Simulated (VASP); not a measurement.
# Sr: single point with LDA

The system is Sr.

```
Sr
1.0
     3.63808    0.00000    0.00000
     0.00000    3.63808    0.00000
     0.00000    0.00000    3.63808
Sr
1
Direct
  0.00000 0.00000 0.00000
```

```
Program             : VASP 6.6.1
Task                : single point
Functional          : LDA
Potentials or basis : VASP PAW LDA potentials, release 64 (Sr_sv)
Cutoff              : 500 eV
k mesh              : 6 × 6 × 6
Occupations         : fermi-dirac, width 0.05 eV
Spin                : no spin polarisation
```

```yaml
Pressure: 0.4 GPa
Band_gap_on_the_k_mesh: zero (band 5 reaches 2.10 eV, above the bottom of band 6 at 1.58 eV)
```

Levels at points of the mesh, in eV from the Fermi level:
| k point | band 2 | band 3 | band 4 | band 5 | band 6 | band 7 | band 8 | band 9 |
| --- | --- | --- | --- | --- | --- | --- | --- | --- |
| (0.00, 0.00, 0.00) | -18.19 | -18.19 | -18.19 | -3.53 | 0.63 | 0.63 | 5.65 | 5.65 |
| (0.50, 0.00, 0.00) | -18.68 | -18.15 | -18.15 | -1.15 | 0.17 | 1.27 | 3.41 | 3.41 |
| (0.50, 0.50, 0.00) | -18.61 | -18.61 | -18.11 | -0.67 | 0.88 | 3.00 | 3.00 | 3.93 |
| (0.50, 0.50, 0.50) | -18.55 | -18.55 | -18.55 | 0.47 | 0.47 | 0.47 | 4.96 | 6.33 |

Run time: 5.9 s on 1 thread of Intel(R) Xeon(R) Platinum 8488C (Sapphire Rapids) (shared host), peak memory 0.14 GiB.
